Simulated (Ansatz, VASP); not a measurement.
C in VASP and in Ansatz

```
C
1.0
     2.46497    0.00000    0.00000
    -1.23248    2.13473    0.00000
     0.00000    0.00000    6.73928
C
4
Direct
  0.00000 0.00000 0.75000
  0.00000 0.00000 0.25000
  0.33333 0.66667 0.75000
  0.66667 0.33333 0.25000
```

Alike in both runs: functional PBE; dispersion D3(BJ); k mesh 27 × 27 × 10; occupations fermi-dirac, width 0.15 eV; no spin polarisation.

Ansatz relaxed the structure, and its values are those at the end. VASP's run is a single point on that final structure, the one shown.

```csv
,VASP,Ansatz
version,VASP 6.6.1,Ansatz 0.2.0
potentials or method,"VASP PAW PBE potentials, release 64 (C), cutoff 600 eV","scalar-relativistic, plane waves, PAW"
valence electrons in the cell,16,16
```

```tsv
	VASP	Ansatz	Ansatz less VASP
gap on the k mesh at the Fermi level (eV)	none	none	-
pressure (GPa)	0.0	0.0	-0.01
```

A gap of «none» marks a metal or a gap that the smearing closes.
